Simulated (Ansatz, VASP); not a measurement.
# One calculation of Ba, two programs

Contents of INCAR:

```
SYSTEM = Ba
PREC = Accurate
ENCUT = 520
EDIFF = 1E-6
ISMEAR = 0
SIGMA = 0.15
LREAL = .FALSE.
LASPH = .TRUE.
NELM = 100
ALGO = Normal
ISIF = 2
LWAVE = .FALSE.
LCHARG = .FALSE.
GGA = CA
NBANDS = 11
```

The input KPOINTS:

```
Automatic mesh
0
G
  12 12 12
  0 0 0
```

File POSCAR:

```
Ba
1.0
    3.9177175405      0.0000000000      0.0000000000
    0.0000000000      3.9177175405      0.0000000000
    0.0000000000      0.0000000000      3.6826544881
Ba
1
Direct
    0.0000000000      0.0000000000      0.0000000000
```

Input for Ansatz:

```yaml
crystal:
  lattice:
    - [3.9177175405, 0.0, 0.0]
    - [0.0, 3.9177175405, 0.0]
    - [0.0, 0.0, 3.6826544881]
  atoms:
    - { symbol: Ba, position: [0.0, 0.0, 0.0] }
basis:
  ecutwfc: 420
kpoints:
  mp_grid: { grid: [12, 12, 12] }
hamiltonian:
  xc: lda
scf:
  occupations: { method: gaussian, width: 0.15 }
output:
  forces: true
  stress: true
  eigenvalues: true
```

Change from the starting cell: strain -0.0600 x Voigt [0, 0, 1, 0, 0, 0], atoms carried along.

Alike in both runs: task single point; functional LDA; k mesh 12 × 12 × 12; occupations gaussian, width 0.15 eV; no spin polarisation.

```csv
,VASP,Ansatz
version,VASP 6.6.1,Ansatz 0.2.0
potentials or method,"VASP PAW LDA potentials, release 64 (Ba_sv), cutoff 520 eV","scalar-relativistic, plane waves, PAW"
valence electrons in the cell,10,10
```

|  | VASP | Ansatz | Ansatz less VASP |
| --- | --- | --- | --- |
| gap on the k mesh at the Fermi level (eV) | none | none | - |
| pressure (GPa) | -0.6 | -0.8 | -0.16 |
| traceless stress, the component that is largest in VASP (GPa) | 1.37 | 1.32 | -0.059 |

LDA's correlation is that of Perdew and Zunger in VASP and of Perdew and Wang (1992) in Ansatz. A gap of «none» marks a metal or a gap that the smearing closes.

Spin-orbit coupling is off throughout.
